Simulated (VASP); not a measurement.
# C16O31 (a cell with a defect) in VASP: electric field gradients with PBE

Aim: the electric field gradients of C16O31 (a cell with a defect) with PBE.

All numbers are computed with VASP 6.6.1; they aren't measurements. Logs are shortened: lines on timing, memory, paths and dates and some standing lists are left out, and cuts for length are marked.

**1. The cell of the first run**

The cell holds a defect, 47 atoms: a = 9.734 Å, b = 9.734 Å, c = 9.734 Å, α = 109.47°, β = 109.47°, γ = 109.47°.

**2. Electric field gradients, PBE**

INCAR reads:

```
  PREC = Accurate
  ENCUT = 520
  EDIFF = 1E-8
  ISMEAR = -1
  SIGMA = 0.01
  LREAL = Auto
  LASPH = T
  NELM = 100
  ALGO = Normal
  ISIF = 2
  LWAVE = F
  LCHARG = F
  GGA = PE
  LEFG = T
  NELECT = 248.0
  NBANDS = 154
```

KPOINTS reads:

```
Automatic mesh
0
Gamma
  3 3 3
```

POSCAR reads:

```
C16O31
1.0
   -5.6200000000      5.6200000000      5.6200000000
    5.6200000000     -5.6200000000      5.6200000000
    5.6200000000      5.6200000000     -5.6200000000
C O
16 31
Direct
    0.0000000000      0.0000000000      0.0000000000
    0.5000000000      0.5000000000      0.0000000000
    0.5000000000      0.0000000000      0.5000000000
    0.0000000000      0.5000000000      0.5000000000
    0.2500000000      0.5000000000      0.2500000000
    0.7500000000      0.0000000000      0.2500000000
    0.7500000000      0.5000000000      0.7500000000
    0.2500000000      0.0000000000      0.7500000000
    0.2500000000      0.2500000000      0.5000000000
    0.7500000000      0.7500000000      0.5000000000
    0.7500000000      0.2500000000      0.0000000000
    0.2500000000      0.7500000000      0.0000000000
    0.5000000000      0.2500000000      0.2500000000
    0.0000000000      0.7500000000      0.2500000000
    0.0000000000      0.2500000000      0.7500000000
    0.5000000000      0.7500000000      0.7500000000
    0.6670000000      0.6670000000      0.1670000000
    0.6670000000      0.1670000000      0.6670000000
    0.1670000000      0.6670000000      0.6670000000
    0.7500000000      0.5000000000      0.5830000000
    0.2500000000      0.0000000000      0.5830000000
    0.2500000000      0.5000000000      0.0830000000
    0.7500000000      0.0000000000      0.0830000000
    0.5830000000      0.7500000000      0.5000000000
    0.0830000000      0.2500000000      0.5000000000
    0.0830000000      0.7500000000      0.0000000000
    0.5830000000      0.2500000000      0.0000000000
    0.5000000000      0.5830000000      0.7500000000
    0.0000000000      0.0830000000      0.7500000000
    0.0000000000      0.5830000000      0.2500000000
    0.5000000000      0.0830000000      0.2500000000
    0.8330000000      0.8330000000      0.8330000000
    0.3330000000      0.3330000000      0.8330000000
    0.3330000000      0.8330000000      0.3330000000
    0.8330000000      0.3330000000      0.3330000000
    0.2500000000      0.5000000000      0.4170000000
    0.7500000000      0.0000000000      0.4170000000
    0.7500000000      0.5000000000      0.9170000000
    0.2500000000      0.0000000000      0.9170000000
    0.4170000000      0.2500000000      0.5000000000
    0.9170000000      0.7500000000      0.5000000000
    0.9170000000      0.2500000000      0.0000000000
    0.4170000000      0.7500000000      0.0000000000
    0.5000000000      0.4170000000      0.2500000000
    0.0000000000      0.9170000000      0.2500000000
    0.0000000000      0.4170000000      0.7500000000
    0.5000000000      0.9170000000      0.7500000000
```

Potentials or basis: VASP PAW PBE potentials, release 64 (C, O).

Command:

```
> cat potpaw_PBE.64/C/POTCAR potpaw_PBE.64/O/POTCAR > POTCAR
> mpirun -np 1 vasp_std > vasp.out
```

OUTCAR:

```text
PREC = Accurate
   ENCUT = 520
   EDIFF = 1E-8
   ISMEAR = -1
   LREAL = Auto
   LASPH = T
   NELM = 100
   ISIF = 2
   GGA = PE
   NELECT = 248.0

 ion  position               nearest neighbor table
   1  0.000  0.000  0.000-  32 1.63
   2  0.500  0.500  0.000-  17 1.63  33 1.63
   3  0.500  0.000  0.500-  18 1.63  34 1.63
   4  0.000  0.500  0.500-  19 1.63  35 1.63
   5  0.250  0.500  0.250-  22 1.63  36 1.63
   6  0.750  0.000  0.250-  23 1.63  37 1.63
   7  0.750  0.500  0.750-  20 1.63  38 1.63
   8  0.250  0.000  0.750-  21 1.63  39 1.63
   9  0.250  0.250  0.500-  25 1.63  40 1.63
  10  0.750  0.750  0.500-  24 1.63  41 1.63
  11  0.750  0.250  0.000-  27 1.63  42 1.63
  12  0.250  0.750  0.000-  26 1.63  43 1.63
  13  0.500  0.250  0.250-  31 1.63  44 1.63
  14  0.000  0.750  0.250-  30 1.63  45 1.63
  15  0.000  0.250  0.750-  29 1.63  46 1.63
  16  0.500  0.750  0.750-  28 1.63  47 1.63
  17  0.667  0.667  0.167-   2 1.63
[... 28 lines left out ...]
  46  0.000  0.417  0.750-  15 1.63
  47  0.500  0.917  0.750-  16 1.63

  LATTYP: Found a body centered cubic cell.
 ALAT       =    11.2400000000

  Lattice vectors:

 A1 = (  -5.6200000000,   5.6200000000,   5.6200000000)
 A2 = (   5.6200000000,  -5.6200000000,   5.6200000000)
 A3 = (   5.6200000000,   5.6200000000,  -5.6200000000)

Analysis of symmetry for initial positions (statically):
=====================================================================
 Subroutine PRICEL returns:
 Original cell was already a primitive cell.

 Routine SETGRP: Setting up the symmetry group for a
 body centered cubic supercell.

 Subroutine GETGRP returns: Found  3 space group operations
 (whereof  3 operations were pure point group operations)
 out of a pool of 48 trial point group operations.

The static configuration has the point symmetry C_3 .

Analysis of symmetry for dynamics (positions and initial velocities):
=====================================================================
 Subroutine PRICEL returns:
 Original cell was already a primitive cell.

 Routine SETGRP: Setting up the symmetry group for a
 body centered cubic supercell.

 Subroutine GETGRP returns: Found  3 space group operations
 (whereof  3 operations were pure point group operations)
 out of a pool of 48 trial point group operations.

The dynamic configuration has the point symmetry C_3 .

 Subroutine INISYM returns: Found  3 space group operations
 (whereof  3 operations are pure point group operations),
 and found     1 'primitive' translations

----------------------------------------------------------------------------------------

                                     Primitive cell

  volume of cell :     710.0173

  direct lattice vectors                    reciprocal lattice vectors
    -5.620000000  5.620000000  5.620000000     0.000000000  0.088967972  0.088967972
     5.620000000 -5.620000000  5.620000000     0.088967972  0.000000000  0.088967972
     5.620000000  5.620000000 -5.620000000     0.088967972  0.088967972  0.000000000

  length of vectors
     9.734125539  9.734125539  9.734125539     0.125819712  0.125819712  0.125819712

  position of ions in fractional coordinates (direct lattice)
     0.000000000  0.000000000  0.000000000
     0.500000000  0.500000000  0.000000000
     0.500000000  0.000000000  0.500000000
     0.000000000  0.500000000  0.500000000
     0.250000000  0.500000000  0.250000000
     0.750000000  0.000000000  0.250000000
[... 39 lines left out ...]
     0.000000000  0.417000000  0.750000000
     0.500000000  0.917000000  0.750000000

  ion indices of the primitive-cell ions
   primitive index   ion index
                 1           1
                 2           2
                 3           3
                 4           4
                 5           5
                 6           6
[... 94 lines left out ...]
   EDIFF  = 0.1E-07   stopping-criterion for ELM
   LREAL  =      T    real-space projection
   EDIFFG = 0.1E-06   stopping-criterion for IOM
   NSW    =      0    number of steps for IOM
   IBRION =     -1    ionic relax: 0-MD 1-quasi-New 2-CG
   NFREE  =      0    steps in history (QN), initial steepest desc. (CG)
   ISIF   =      2    stress and relaxation
   ISYM   =      2    0-nonsym 1-usesym 2-fastsym
   POTIM  = 0.5000    time-step for ionic-motion
   TEBEG  =    0.0;   TEEND  =   0.0 temperature during run
   PSTRESS=    0.0 pullay stress
   NELECT =     248.0000    total number of electrons
   NUPDOWN=      -1.0000    fix difference up-down
   EMIN   =  10.00;   EMAX   =-10.00  energy-range for DOS
   EFERMI =   0.00;   METHOD = LEGACY
   ISMEAR =    -1;   SIGMA  =   0.01  broadening in eV -4-tet -1-fermi 0-gaus
   EFERMI_NEDOS =   21; number of points for ismear=-14 and -15
   IALGO  =     38    algorithm
   IMIX   =      4    mixing-type and parameters
     AMIX     =   0.40;   BMIX     =  1.00
     AMIX_MAG =   1.60;   BMIX_MAG =  1.00
  volume/ion in A,a.u.               =      15.11       101.95
  Fermi-wavevector in a.u.,A,eV,Ry     =   1.152929  2.178719 18.085467  1.329244
  Thomas-Fermi vector in A             =   2.289576
   LORBIT       =      0    0 simple, 1 ext, 2 COOP (PROOUT), +10 PAW based schemes
   GGA     = PE    functional components
   LHFCALC =     F    Hartree Fock is set to
   AEXX    =    0.0000 exact exchange contribution
   IVDW    =     0    specifies the selected vdW correction
   LEPSILON=     F    determine dielectric tensor
   LRPA    =     F    only Hartree local field effects (RPA)
 non-spin polarized calculation
  energy-cutoff  :      520.00
  volume of cell :      710.02
 maximum number of plane-waves:     19167
   NGX = 37   NGY = 37   NGZ = 37

 number of electron     248.0000084 magnetization

 Free energy of the ion-electron system (eV)
  ---------------------------------------------------
  ext. energy  EPLUGINS =         0.00000000
  ---------------------------------------------------
  free energy    TOTEN  =      -229.18369067 eV

  energy without entropy =     -229.17088174  energy(sigma->0) =     -229.17728621

 E-fermi :  -2.8687     XC(G=0):  -8.3431

 val. band max:       -2.8735291077   @ k =  -0.3333   0.3333   0.3333
 cond. band min:      -2.8580988400   @ k =  -0.3333   0.3333   0.3333
 fundamental gap:      0.0154302676
 Fermi energy:        -2.8687087066

 k-point     1 :       0.0000    0.0000    0.0000
  band No.  band energies     occupation
      1     -20.2632      2.00000
      2     -19.8190      2.00000
      3     -19.8190      2.00000
      4     -19.8167      2.00000
      5     -19.8149      2.00000
      6     -19.8149      2.00000
[... 823 lines left out ...]
    135      -0.4970      0.00000
    136      -0.4896      0.00000
 [bands above 136 left out]

------------------------ aborting loop because EDIFF is reached ----------------------------------------

  FORCE on cell =-STRESS in cart. coord.  units (eV):
  Direction    XX          YY          ZZ          XY          YZ          ZX
  --------------------------------------------------------------------------------------
  -------------------------------------------------------------------------------------
  Total     -173.7357483   -173.7357483   -173.7357483      5.2562189      5.2562189      5.2562189
  in kB     -392.0404089   -392.0404089   -392.0404089     11.8608301     11.8608301     11.8608301
  external PRESSURE =    -392.0404089 kB  Pullay stress =       0.0000000 kB

 VOLUME and BASIS-vectors are now :
 -----------------------------------------------------------------------------
  energy-cutoff  :      520.00
  volume of cell :      710.02
      direct lattice vectors                 reciprocal lattice vectors
    -5.620000000  5.620000000  5.620000000     0.000000000  0.088967972  0.088967972
     5.620000000 -5.620000000  5.620000000     0.088967972  0.000000000  0.088967972
     5.620000000  5.620000000 -5.620000000     0.088967972  0.088967972  0.000000000

 POSITION                                       TOTAL-FORCE (eV/Angst)
 -----------------------------------------------------------------------------------
      0.00000      0.00000      0.00000        -5.844457     -5.844457     -5.844457
      0.00000      0.00000      5.62000         0.025705      0.028135      0.032277
      0.00000      5.62000      0.00000         0.028135      0.032277      0.025705
      5.62000      0.00000      0.00000         0.032277      0.025705      0.028135
      2.81000      0.00000      2.81000         0.136821      0.025616      0.062860
     -2.81000      5.62000      2.81000         0.049453      0.019039     -0.050253
[... 39 lines left out ...]
      6.55854      1.87146     -1.87146        -5.642914      5.646959     -5.645986
      6.55854      1.87146      3.74854        -5.628570      5.628594     -5.630083
 -----------------------------------------------------------------------------------
    total drift:                                0.001955      0.001955      0.001954

  FREE ENERGIE OF THE ION-ELECTRON SYSTEM (eV)
  ---------------------------------------------------
  free  energy   TOTEN  =      -229.1836906698 eV

  energy  without entropy=     -229.1708817419  energy(sigma->0) =     -229.17728621

 Electric field gradients (V/A^2)
---------------------------------------------------------------------
 ion       V_xx      V_yy      V_zz      V_xy      V_xz      V_yz
---------------------------------------------------------------------
   1      -0.000    -0.000    -0.000   -32.412   -32.412   -32.412
   2       0.029     0.034    -0.063   -14.798   -14.730   -14.759
   3       0.034    -0.063     0.029   -14.759   -14.798   -14.730
   4      -0.063     0.029     0.034   -14.730   -14.759   -14.798
   5      -0.442     0.591    -0.149   -14.492    13.840    15.063
   6       0.193    -0.238     0.046   -14.829    14.804    14.782
[... 39 lines left out ...]
  46       0.737    -2.518     1.781  -128.861   124.813  -129.486
  47       1.603    -0.894    -0.708  -125.743   128.040  -129.262
---------------------------------------------------------------------

 Electric field gradients after diagonalization (V/A^2)
 (convention: |V_zz| > |V_xx| > |V_yy|)
----------------------------------------------------------------------
 ion       V_xx      V_yy      V_zz     asymmetry (V_yy - V_xx)/ V_zz
----------------------------------------------------------------------
   1      32.412    32.412   -64.825       0.000
   2      14.832    14.693   -29.524       0.005
   3      14.832    14.693   -29.524       0.005
   4      14.832    14.693   -29.524       0.005
   5      15.475    13.455   -28.930       0.070
   6      14.942    14.668   -29.611       0.009
[... 39 lines left out ...]
  46    -131.886  -123.555   255.441       0.033
  47    -130.384  -124.982   255.366       0.021
----------------------------------------------------------------------

           NMR quadrupolar parameters

 Cq : quadrupolar parameter    Cq=e*Q*V_zz/h
 eta: asymmetry parameters     (V_yy - V_xx)/ V_zz
 Q  : nuclear electric quadrupole moment in mb (millibarn)
----------------------------------------------------------------------
 ion       Cq(MHz)       eta       Q (mb)
----------------------------------------------------------------------
   1      -0.157       0.000       1.000
   2      -0.071       0.005       1.000
   3      -0.071       0.005       1.000
   4      -0.071       0.005       1.000
   5      -0.070       0.070       1.000
   6      -0.072       0.009       1.000
[... 39 lines left out ...]
  46       0.618       0.033       1.000
  47       0.617       0.021       1.000
----------------------------------------------------------------------
```

Wall time 24 min (1 thread of Intel Xeon 6975P-C (Granite Rapids), shared host); peak memory 1 GiB.

Results:

```yaml
Free_energy: -229.1837 eV
Largest_force: 10.123 eV/Å
```

Forces on the atoms (eV/Å):
```
C   -5.844 -5.844 -5.844
C    0.026  0.028  0.032
C    0.028  0.032  0.026
C    0.032  0.026  0.028
C    0.137  0.026  0.063
C    0.049  0.019 -0.050
C    0.044 -0.025  0.051
C    0.048 -0.004 -0.007
C    0.063  0.137  0.026
C    0.051  0.044 -0.025
C   -0.007  0.048 -0.004
C   -0.050  0.049  0.019
C    0.026  0.063  0.137
C   -0.004 -0.007  0.048
C    0.019 -0.050  0.049
C   -0.025  0.051  0.044
O   -5.651 -5.663 -5.656
O   -5.663 -5.656 -5.651
O   -5.656 -5.651 -5.663
O    5.573  5.636 -5.648
O    5.630  5.643 -5.655
O    5.619  5.649 -5.686
O    5.574  5.638 -5.571
O   -5.648  5.573  5.636
O   -5.686  5.619  5.649
O   -5.571  5.574  5.638
O   -5.655  5.630  5.643
O    5.636 -5.648  5.573
O    5.638 -5.571  5.574
O    5.643 -5.655  5.630
O    5.649 -5.686  5.619
O    5.796  5.796  5.796
O    5.627  5.622  5.629
O    5.622  5.629  5.627
O    5.629  5.627  5.622
O   -5.789 -5.681  5.619
O   -5.646 -5.643  5.647
O   -5.630 -5.629  5.629
O   -5.588 -5.612  5.624
O    5.619 -5.789 -5.681
O    5.629 -5.630 -5.629
O    5.624 -5.588 -5.612
O    5.647 -5.646 -5.643
O   -5.681  5.619 -5.789
O   -5.612  5.624 -5.588
O   -5.643  5.647 -5.646
O   -5.629  5.629 -5.630
```

Electric field gradients, principal values (V/Å²):
```
atom     least    middle  greatest (by size)
 1 C    32.412    32.412             -64.825
 2 C    14.693    14.832             -29.524
 3 C    14.693    14.832             -29.524
 4 C    14.693    14.832             -29.524
 5 C    13.455    15.475             -28.930
 6 C    14.668    14.942             -29.611
 7 C    14.798    14.988             -29.786
 8 C    14.380    15.063             -29.444
 9 C    13.455    15.475             -28.930
10 C    14.798    14.988             -29.786
11 C    14.380    15.063             -29.444
12 C    14.668    14.942             -29.611
13 C    13.455    15.475             -28.930
14 C    14.380    15.063             -29.444
15 C    14.668    14.942             -29.611
16 C    14.798    14.988             -29.786
17 O  -123.768  -133.162             256.930
18 O  -123.768  -133.162             256.930
19 O  -123.768  -133.162             256.930
20 O  -126.310  -128.633             254.944
21 O  -125.426  -131.172             256.597
22 O  -125.888  -130.343             256.231
23 O  -118.857  -135.962             254.818
24 O  -126.310  -128.633             254.944
25 O  -125.888  -130.343             256.231
26 O  -118.857  -135.962             254.818
27 O  -125.426  -131.172             256.597
28 O  -126.310  -128.633             254.944
29 O  -118.857  -135.962             254.818
30 O  -125.426  -131.172             256.597
31 O  -125.888  -130.343             256.231
32 O   -27.997   -27.997              55.994
33 O  -127.331  -128.557             255.889
34 O  -127.331  -128.557             255.889
35 O  -127.331  -128.557             255.889
36 O  -125.286  -132.464             257.750
37 O  -123.555  -131.886             255.441
38 O  -124.982  -130.384             255.366
39 O  -122.528  -133.805             256.333
40 O  -125.286  -132.464             257.750
41 O  -124.982  -130.384             255.366
42 O  -122.528  -133.805             256.333
43 O  -123.555  -131.886             255.441
44 O  -125.286  -132.464             257.750
45 O  -122.528  -133.805             256.333
46 O  -123.555  -131.886             255.441
47 O  -124.982  -130.384             255.366
```

Caveat: the cell carries a net charge on a neutralising background, which shifts energy and pressure; the cell is charged against a uniform background, so pressure and absolute levels hang on convention; without QUAD_EFG the Cq values of the log hold for a quadrupole moment of 1 mb, not for the nuclei.
